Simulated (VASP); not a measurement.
Wanted: the native input for a VASP 6.6.1 run.

* Task: single point
* Functional: PBE
* Potentials or basis: VASP PAW PBE potentials, release 64 (Ta_pv, H)
* Cutoff: 520 eV
* k mesh: 6 × 6 × 6
* Occupations: gaussian, width 0.1 eV
* Spin: no spin polarisation
* Dipole correction: no
* Further INCAR settings: ALGO = Normal; EDIFF = 1e-06; NBANDS = 36

The structure of Ta2H3 lies in POSCAR:

```
Ta2H3
1.0
    2.5536174078      1.4743316978      4.6479671605
   -2.5536174078      1.4743316978      4.6479671605
    0.0000000000     -2.9486633957      4.6479671605
Ta H
4 6
Direct
    0.8521800000      0.8521800000      0.8521800000
    0.6478200000      0.6478200000      0.6478200000
    0.1478200000      0.1478200000      0.1478200000
    0.3521800000      0.3521800000      0.3521800000
    0.0562500000      0.4437500000      0.7500000000
    0.7500000000      0.0562500000      0.4437500000
    0.4437500000      0.7500000000      0.0562500000
    0.9437500000      0.5562500000      0.2500000000
    0.2500000000      0.9437500000      0.5562500000
    0.5562500000      0.2500000000      0.9437500000
```

These files were run (other wordings do the same):

INCAR

```
  PREC = Accurate
  ENCUT = 520
  EDIFF = 1E-6
  ISMEAR = 0
  SIGMA = 0.1
  LREAL = False
  LASPH = True
  NELM = 60
  ALGO = Normal
  ISIF = 2
  LWAVE = False
  LCHARG = True
  GGA = PE
  LELF = True
  LVHAR = True
  NBANDS = 36
```

KPOINTS

```
Automatic mesh
0
Gamma
  6 6 6
```

Potentials or basis: VASP PAW PBE potentials, release 64 (Ta_pv, H).

The run is started by

```console
$ cat potpaw_PBE.64/Ta_pv/POTCAR potpaw_PBE.64/H/POTCAR > POTCAR
$ mpirun -np 1 vasp_std > vasp.out
```

Results of the run:

```
Pressure               : -14.3 GPa
Largest force          : 0.414 eV/Å
Band gap on the k mesh : zero (bands 25 and 26 overlap by 0.90 eV)
```

Caveat: the cell stands under tension; spin-orbit coupling is left out, which moves the levels of the heavy elements.

Wall time 74 s on 1 thread of Intel(R) Xeon(R) 6975P-C (Granite Rapids) (shared host), peak memory 0.29 GiB.
